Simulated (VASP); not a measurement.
# NaI (Fm-3m) in VASP: further runs, part 2 of 2

VASP 6.6.1. Earlier steps stand in the parts before.

## (3) Single point, PBE

File INCAR:

```
ALGO = Normal ; EDIFF = 1E-7
ENCUT = 520 ; GGA = PE
ISIF = 2 ; ISMEAR = -1
LASPH = True ; LCHARG = False
LREAL = False ; LWAVE = False
NBANDS = 14 ; NELM = 100
PREC = Accurate ; SIGMA = 0.01
```

File KPOINTS:

```
k-points
0
Gamma
  6 6 6
```

File POSCAR:

```
NaI
1.0
    0.0000000000      3.2364000000      3.2364000000
    3.2364000000      0.0000000000      3.2364000000
    3.2364000000      3.2364000000      0.0000000000
I Na
1 1
Direct
    0.5000000000      0.5000000000      0.5000000000
    0.0000000000      0.0000000000      0.0000000000
```

Potentials or basis: VASP PAW PBE potentials, release 64 (I, Na_pv).

Run with:

```bash
$ cat potpaw_PBE.64/I/POTCAR potpaw_PBE.64/Na_pv/POTCAR > POTCAR
$ mpirun -np 1 vasp_std > vasp.out
```

Wall time 35 s (1 thread of AMD EPYC 7R13, shared host); peak memory 0.18 GiB.

It converged, with:

| Item | Value |
| --- | --- |
| Free energy | -5.3849 eV |
| Pressure | 0.4 GPa |
| Band gap on the k mesh | 3.64 eV, direct |

Levels at points of the mesh, in eV from the valence-band top:
```csv
k point,band 3,band 4,band 5,band 6,band 7,band 8,band 9,band 10,band 11,band 12
"(0.00, 0.00, 0.00)",-22.44,-11.02,0.00,0.00,0.00,3.64,7.93,7.93,7.93,9.75
"(0.50, 0.00, 0.00)",-22.44,-10.70,-2.18,-0.28,-0.28,5.09,7.44,7.44,8.73,10.31
"(0.50, 0.50, 0.00)",-22.44,-10.63,-1.90,-0.74,-0.74,4.49,5.55,9.87,11.30,11.30
```

Caveat: spin-orbit coupling is left out, which moves the levels of the heavy elements. A hybrid or GW would open this gap; PBE tends to underestimate it.

## (4) Single point, PBE

File INCAR:

```
SYSTEM = NaI
PREC = Accurate ; ENCUT = 520
EDIFF = 1E-7 ; ISMEAR = -1
SIGMA = 0.005 ; LREAL = .False.
LASPH = .True. ; NELM = 80
ALGO = Normal ; ISIF = 2
LWAVE = .False. ; LCHARG = .True.
GGA = PE ; LELF = .True.
LVHAR = .True. ; NBANDS = 14
```

File KPOINTS:

```
regular mesh
0
Gamma
  6 6 6
  0 0 0
```

POSCAR is that of step 3.

Potentials or basis: VASP PAW PBE potentials, release 64 (I, Na_pv).

Run with:

```bash
$ cat potpaw_PBE.64/I/POTCAR potpaw_PBE.64/Na_pv/POTCAR > POTCAR
$ mpirun -np 1 vasp_std > vasp.out
```

OUTCAR:

```text
SYSTEM = NaI
   PREC = Accurate
   ENCUT = 520
   EDIFF = 1E-7
   ISMEAR = -1
   LREAL = .False.
   LASPH = .True.
   NELM = 80
   ISIF = 2
   GGA = PE

 ion  position               nearest neighbor table
   1  0.500  0.500  0.500-
   2  0.000  0.000  0.000-

  LATTYP: Found a face centered cubic cell.
 ALAT       =     6.4728000000

  Lattice vectors:

 A1 = (   0.0000000000,   3.2364000000,   3.2364000000)
 A2 = (   3.2364000000,   0.0000000000,   3.2364000000)
 A3 = (   3.2364000000,   3.2364000000,   0.0000000000)

Analysis of symmetry for initial positions (statically):
=====================================================================
 Subroutine PRICEL returns:
 Original cell was already a primitive cell.

 Routine SETGRP: Setting up the symmetry group for a
 face centered cubic supercell.

 Subroutine GETGRP returns: Found 48 space group operations
 (whereof 48 operations were pure point group operations)
 out of a pool of 48 trial point group operations.

The static configuration has the point symmetry O_h .

Analysis of symmetry for dynamics (positions and initial velocities):
[... 163 lines left out ...]
      5       0.8068      2.00000
      6       0.8068      2.00000
      7       0.8068      2.00000
      8       4.4474      0.00000
      9       8.7363      0.00000
     10       8.7363      0.00000
     11       8.7363      0.00000
     12      10.5545      0.00000
     13      10.5545      0.00000
     14      11.2424      0.00000
[... 241 lines left out ...]
      1     -21.6358      2.00000
      2     -21.6346      2.00000
      3     -21.6342      2.00000
      4      -9.8135      2.00000
      5      -0.8609      2.00000
      6      -0.2966      2.00000
      7      -0.0802      2.00000
      8       6.1617      0.00000
      9       7.3064      0.00000
     10       9.3709      0.00000
     11       9.4299      0.00000
     12      12.4163      0.00000
     13      13.2607      0.00000
     14      13.4340      0.00000

------------------------ aborting loop because EDIFF is reached ----------------------------------------

  FORCE on cell =-STRESS in cart. coord.  units (eV):
  Direction    XX          YY          ZZ          XY          YZ          ZX
  --------------------------------------------------------------------------------------
  -------------------------------------------------------------------------------------
  Total        0.1820375      0.1820375      0.1820375      0.0000000      0.0000000      0.0000000
  in kB        4.3018461      4.3018461      4.3018461      0.0000000      0.0000000      0.0000000
  external PRESSURE =       4.3018461 kB  Pullay stress =       0.0000000 kB

 VOLUME and BASIS-vectors are now :
 -----------------------------------------------------------------------------
  energy-cutoff  :      520.00
  volume of cell :       67.80
      direct lattice vectors                 reciprocal lattice vectors
     0.000000000  3.236400000  3.236400000    -0.154492646  0.154492646  0.154492646
     3.236400000  0.000000000  3.236400000     0.154492646 -0.154492646  0.154492646
     3.236400000  3.236400000  0.000000000     0.154492646  0.154492646 -0.154492646

 POSITION                                       TOTAL-FORCE (eV/Angst)
 -----------------------------------------------------------------------------------
      3.23640      3.23640      3.23640        -0.000000     -0.000000      0.000000
      0.00000      0.00000      0.00000         0.000000      0.000000      0.000000
 -----------------------------------------------------------------------------------
    total drift:                                0.000000      0.000000      0.000000

  FREE ENERGIE OF THE ION-ELECTRON SYSTEM (eV)
  ---------------------------------------------------
  free  energy   TOTEN  =        -5.3849271069 eV

  energy  without entropy=       -5.3849271069  energy(sigma->0) =       -5.38492711
```

stdout:

```text
POSCAR found type information on POSCAR I Na
 POSCAR found :  2 types and       2 ions
 scaLAPACK will be used
 LDA part: xc-table for (Slater+PW92), standard interpolation
 POSCAR, INCAR and KPOINTS ok, starting setup
 FFT: planning ... GRIDC
 FFT: planning ... GRID_SOFT
 FFT: planning ... GRID
 WAVECAR not read
 entering main loop
```

It took 43 s on 1 thread of AMD EPYC 7R13, shared host; peak memory 0.18 GiB.

Results:

| Item | Value |
| --- | --- |
| Free energy | -5.3849 eV |
| Pressure | 0.4 GPa |
| Band gap on the k mesh | 3.64 eV, direct |

Levels at points of the mesh, in eV from the valence-band top:
| k point | band 3 | band 4 | band 5 | band 6 | band 7 | band 8 | band 9 | band 10 | band 11 | band 12 |
| --- | --- | --- | --- | --- | --- | --- | --- | --- | --- | --- |
| (0.00, 0.00, 0.00) | -22.44 | -11.02 | 0.00 | 0.00 | 0.00 | 3.64 | 7.93 | 7.93 | 7.93 | 9.75 |
| (0.50, 0.00, 0.00) | -22.44 | -10.70 | -2.18 | -0.28 | -0.28 | 5.09 | 7.44 | 7.44 | 8.73 | 10.31 |
| (0.50, 0.50, 0.00) | -22.44 | -10.63 | -1.90 | -0.74 | -0.74 | 4.49 | 5.55 | 9.87 | 11.30 | 11.30 |

Caveat: spin-orbit coupling is left out, which moves the levels of the heavy elements. PBE gaps usually lie below the measured ones, often by a third to a half.

## (5) Summary

| smearing | gap on the mesh (eV) | pressure (GPa) |
| --- | --- | --- |
| fermi-dirac 0.025 eV | 3.64 | 0.4 |
| fermi-dirac 0.01 eV | 3.64 | 0.4 |
| fermi-dirac 0.005 eV | 3.64 | 0.4 |

Alike in all rows: task single point; level PBE; potentials or basis VASP PAW PBE potentials, release 64 (I, Na_pv); no spin polarisation; cell as given; k mesh 6 × 6 × 6; cutoff (eV) 520.

On the cell as given the gap runs from 3.64 eV (PBE) to 3.64 eV (PBE).

Caveats: spin-orbit coupling is left out, which moves the levels of the heavy elements.

Total energies depend on the potentials used, so only differences within one code and one set of settings carry meaning.
